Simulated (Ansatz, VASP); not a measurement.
**C, level by level in two programs**

```xyz
2
Lattice="0.0000 1.8068 1.8068 1.8068 0.0000 1.8068 1.8068 1.8068 0.0000" Properties=species:S:1:pos:R:3 pbc="T T T"
C     2.7103    2.7103    2.7103
C     1.8068    1.8068    1.8068
```

Single points on this cell with VASP 6.6.1 and Ansatz 0.2.0. Each row is one pair of runs. Alike in all rows: spin: off; smearing: fermi-dirac, width 0.05 eV; VASP's potentials, cutoff: VASP PAW PBE potentials, release 64 (C), 520 eV; Ansatz's potentials, cutoff: Ansatz PAW, 420 eV.

```csv
level,k mesh,"gap on the k mesh at the Fermi level (eV), VASP","gap on the k mesh at the Fermi level (eV), Ansatz","least direct gap on the mesh (eV), VASP","least direct gap on the mesh (eV), Ansatz","pressure (GPa), VASP","pressure (GPa), Ansatz"
PBEsol-based global hybrid,7 × 7 × 7,5.99,5.97,7.57,7.55,-27.7,-28.5
BHLYP,7 × 7 × 7,8.46,8.42,10.02,9.98,-25.4,-26.0
HSE06,8 × 8 × 8,5.18,5.19,6.85,6.86,-23.5,-24.2
PBE0,8 × 8 × 8,5.94,5.94,7.59,7.59,-23.7,-24.3
```

Gap on the k mesh at the fermi level (eV): the two programs differ by at most 0.035; least direct gap on the mesh (eV): the two programs differ by at most 0.048; pressure (GPa): the two programs differ by at most 0.84.

The k mesh is coarse in some rows, so the values compare programs but aren't converged. Noted on Ansatz's runs: odd divisions of the mesh miss points on the zone boundary, where band edges often lie, so the gap on the mesh can be too wide.
